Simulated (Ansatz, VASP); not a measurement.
## One calculation of SiCl3, two programs

```xyz
8
Lattice="4.0416 7.0003 0.0000 -4.0416 7.0003 0.0000 0.0000 -4.6669 8.3683" Properties=species:S:1:pos:R:3 pbc="T T T"
Si    0.0000    0.0000    6.0584
Si    0.0000    9.3337    2.3100
Cl    2.1675    1.7607    1.6160
Cl    1.4330    7.9970    1.6160
Cl   -3.6005    4.2428    1.6160
Cl   -2.1675    7.5730    6.7523
Cl   -1.4330    1.3367    6.7523
Cl    3.6005    5.0909    6.7523
```

Alike in both runs: functional revPBE; k mesh 4 × 4 × 4; occupations tetrahedron; no spin polarisation.

Ansatz relaxed the structure, and its values are those at the end. VASP's run is a single point on that final structure, the one shown.

```csv
,VASP,Ansatz
version,VASP 6.6.1,Ansatz 0.2.0
potentials or method,"VASP PAW PBE potentials, release 64 (Si, Cl), cutoff 520 eV",PAW plane waves
valence electrons in the cell,50,50
```

VASP gave:

- gap on the k mesh at the Fermi level (eV): 0.07
- pressure (GPa): -0.1
- rms of the force components (eV/Å): 0.039

Q: What did Ansatz give for the same quantities?

A: gap on the k mesh at the Fermi level (eV): 0.07; pressure (GPa): 0.0; rms of the force components (eV/Å): 0.004.

VASP's potentials were made for PBE, not for revPBE. With one functional, cell and mesh, what is left measures potentials, basis and numerics. Ansatz's warnings: band table not solved further, forces under tetrahedra, tetrahedron derivatives may miss energy slope.
